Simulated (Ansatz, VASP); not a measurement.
## CdSe in VASP and in Ansatz

File INCAR:

```
PREC = Accurate
ENCUT = 500
EDIFF = 1E-6
ISMEAR = -1
SIGMA = 0.02
LREAL = False
LASPH = True
NELM = 120
ALGO = Normal
ISIF = 2
LWAVE = False
LCHARG = False
GGA = PE
NBANDS = 26
GGA_COMPAT = False
```

Contents of KPOINTS:

```
Automatic mesh
0
Gamma
  12 12 4
```

POSCAR

```
CdSe
1.0
    4.5143526119      0.0000000000      0.0000000000
   -2.2571763059      3.9095440436      0.0000000000
    0.0000000000      0.0000000000      7.3597118217
Cd Se
2 2
Direct
    0.3333333333      0.6666666667     -0.0006513753
    0.6666666667      0.3333333333      0.4993486247
    0.3333333333      0.6666666667      0.3756513753
    0.6666666667      0.3333333333      0.8756513753
```

Input for Ansatz:

```yaml
crystal:
  lattice:
    - [4.5143526119, 0.0, 0.0]
    - [-2.2571763059, 3.9095440436, 0.0]
    - [0.0, 0.0, 7.3597118217]
  atoms:
    - { symbol: Cd, position: [0.3333333333, 0.6666666667, -0.0006513753] }
    - { symbol: Cd, position: [0.6666666667, 0.3333333333, 0.4993486247] }
    - { symbol: Se, position: [0.3333333333, 0.6666666667, 0.3756513753] }
    - { symbol: Se, position: [0.6666666667, 0.3333333333, 0.8756513753] }
kpoints:
  mp_grid: { grid: [12, 12, 4] }
  band_path:
    path:
      - [0.0, 0.0, 0.0]
      - [0.5, 0.0, 0.0]
      - [0.3333333333, 0.3333333333, 0.0]
      - [0.0, 0.0, 0.5]
      - [0.5, 0.0, 0.5]
      - [0.3333333333, 0.3333333333, 0.5]
    npoints: 1
hamiltonian:
  xc: pbe
scf:
  occupations: { method: fermi_dirac, width: 0.02 }
  n_extra_bands: 5
output:
  forces: true
  stress: true
  eigenvalues: true
```

Change from the starting cell: hydrostatic strain +4.0%.

Alike in both runs: task single point; functional PBE; k mesh 12 × 12 × 4; occupations fermi-dirac, width 0.02 eV; no spin polarisation.

|  | VASP | Ansatz |
| --- | --- | --- |
| version | VASP 6.6.1 | Ansatz 0.2.0 |
| potentials or method | VASP PAW PBE potentials, release 64 (Cd, Se) | plane waves, PAW |
| plane-wave cutoff (eV) | 500 | 420 |
| valence electrons in the cell | 36 | 72 |

|  | VASP | Ansatz | Ansatz less VASP |
| --- | --- | --- | --- |
| pressure (GPa) | -3.0 | -3.2 | -0.17 |

With one functional, cell and mesh, what is left measures potentials, basis and numerics. VASP's potentials hold 36 valence electrons a cell and Ansatz's 72, so a difference there can come from the potentials and not from the codes.
